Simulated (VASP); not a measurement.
**ZrC: single point with r2SCAN+D4**

ZrC:

```
CELL_PARAMETERS angstrom
0.00000 2.31986 2.31986
2.31986 0.00000 2.31986
2.31986 2.31986 0.00000
ATOMIC_POSITIONS crystal
Zr 0.50000 0.50000 0.50000
C 0.00000 0.00000 0.00000
```

```yaml
Program: VASP 6.6.1
Task: single point
Functional: r2SCAN
Dispersion: D4
Potentials_or_basis: VASP PAW PBE potentials, release 64 (Zr_sv, C)
Cutoff: 660 eV
k_mesh: 8 × 8 × 8
Occupations: gaussian, width 0.05 eV
Spin: no spin polarisation
Dipole_correction: no
Further_INCAR_settings: ALGO = Normal; EDIFF = 1e-06; NBANDS = 15
```

- Pressure: 10.4 GPa
- Band gap on the k mesh: zero (bands 8 and 9 overlap by 1.34 eV)
- Dispersion energy per atom: -0.093 eV

Levels at points of the mesh, in eV from the Fermi level:
| k point | band 6 | band 7 | band 8 | band 9 | band 10 | band 11 |
| --- | --- | --- | --- | --- | --- | --- |
| (0.00, 0.00, 0.00) | 0.99 | 0.99 | 0.99 | 1.39 | 1.39 | 1.39 |
| (0.50, 0.00, 0.00) | -5.57 | -3.19 | -3.19 | 5.09 | 5.09 | 6.03 |
| (0.50, 0.50, 0.00) | -2.07 | -1.70 | 0.11 | 0.11 | 4.90 | 6.34 |

Wall time 66 s on 1 thread of Intel(R) Xeon(R) Platinum 8259CL CPU @ 2.50GHz (Skylake/Cascade Lake), on a shared host, peak memory 0.17 GiB.

Caveat: the cell stands under pressure; the PAW data sets were made with another functional, which shifts forces and pressure a little.
